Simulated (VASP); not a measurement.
A run of VASP 6.6.1 is set up as follows.

INCAR

```
ALGO = Normal
EDIFF = 1E-6
ENCUT = 520
GGA = PE
ISIF = 2
ISMEAR = 0
LASPH = True
LCHARG = True
LELF = True
LREAL = Auto
LVHAR = True
LWAVE = False
NBANDS = 70
NELM = 60
PREC = Accurate
SIGMA = 0.1
```

KPOINTS

```
Automatic mesh
0
Gamma
  4 4 4
  0.5 0.5 0.5
```

POSCAR

```
Ti5Al16
1.0
   -5.7680202884     -1.9226734295      4.3114047960
   -1.9226734295      5.7680202884     -4.3114047960
    1.9226734295     -5.7680202884     -4.3114047960
Ti Al
5 16
Direct
    0.3379916163      0.5636959681      0.7742956955
    0.0623001276      0.0363362279      0.0259638997
    0.1999595428      0.8000021411      0.3999574491
    0.8179512318      0.2152546520      0.6026965798
    0.5824204895      0.3849463402      0.1974741494
    0.8125982687      0.6749520642      0.1376462045
    0.4106385348      0.0952125812      0.3154259536
    0.5873793140      0.9252802025      0.6620991588
    0.2001072538      0.3000061536      0.9001011475
    0.9896936062      0.5049278703      0.4847657359
    0.7001610775      0.0798100085      0.1798656379
    0.3045622262      0.4608323268      0.3608242354
    0.4982329216      0.2594738008      0.7553165088
    0.0957191675      0.6563558598      0.9564157093
    0.9019249829      0.8571230073      0.5613164541
    0.4982330256      0.7429163648      0.2387590882
    0.0957191675      0.1393033895      0.4393632391
    0.3045622262      0.9437379222      0.8437298308
    0.9019249829      0.3406085288      0.0448019756
    0.7001610775      0.5202954396      0.6203510689
    0.7000134185      0.8001577578      0.8998557080
```

Potentials or basis: VASP PAW PBE potentials, release 64 (Ti_sv, Al).

The run is started by

```sh
$ cat potpaw_PBE.64/Ti_sv/POTCAR potpaw_PBE.64/Al/POTCAR > POTCAR
$ mpirun -np 1 vasp_std > vasp.out
```

Q: Estimate the band gap on the k mesh.

A: Zero (bands 54 and 55 overlap by 0.13 eV).

Q: Estimate the pressure.

A: 10.5 GPa.

Q: What does it give for the largest force?

A: 0.023 eV/Å.

Stress tensor (GPa, compression positive):
```
13.08 -0.37  0.00
-0.37 10.96  0.00
 0.00  0.00  7.50
```
